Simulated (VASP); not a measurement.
A run of VASP 6.6.1 is set up as follows.

Contents of POSCAR:

```
Ta2C
1.0
    3.3589776144      0.0000000000      0.0000000000
   -1.6794888072      2.9089599448      0.0000000000
    0.0000000000      0.0000000000      5.3376828604
Ta C
2 1
Direct
    0.3333333333      0.6666666667      0.2535635792
    0.6666666667      0.3333333333      0.7464364208
    0.0000000000      0.0000000000      0.0000000000
```

The input INCAR.step1:

```
SYSTEM = Ta2C
ALGO = Normal
EDIFF = 1E-4
ENCUT = 520
GGA = PE
ISMEAR = 0
LASPH = .True.
LCHARG = .False.
LREAL = .False.
LWAVE = .True.
NBANDS = 20
NELM = 60
PREC = Accurate
SIGMA = 0.15
```

INCAR.step2

```
SYSTEM = Ta2C
ALGO = Normal
EDIFF = 1E-6
ENCUT = 520
ISIF = 2
ISMEAR = 0
ISTART = 1
LASPH = .True.
LCHARG = .True.
LELF = .True.
LMIXTAU = .True.
LREAL = .False.
LVHAR = .True.
LWAVE = .False.
METAGGA = R2SCAN
NBANDS = 20
NELM = 60
PREC = Accurate
SIGMA = 0.15
```

KPOINTS

```
k-points
0
Gamma
  18 18 10
  0 0 0
```

Potentials or basis: VASP PAW PBE potentials, release 64 (Ta_pv, C).

The run is started by

```console
$ cat potpaw_PBE.64/Ta_pv/POTCAR potpaw_PBE.64/C/POTCAR > POTCAR
$ cp INCAR.step1 INCAR
$ mpirun -np 1 vasp_std > vasp.out
$ cp INCAR.step2 INCAR
$ mpirun -np 1 vasp_std > vasp.out
```

(1) Predict the band gap on the k mesh.

(2) Predict the pressure.

(3) Predict the largest force.

Results:

(1) zero (bands 13 and 14 overlap by 0.55 eV).

(2) -40.7 GPa.

(3) 1.284 eV/Å.

Caveat: the cell differs from its parent crystal (strain +0.080 along x and y, +0.080 along z); the cell stands under tension; the PAW data sets were made with another functional, which shifts forces and pressure a little; spin-orbit coupling is left out, which moves the levels of the heavy elements.
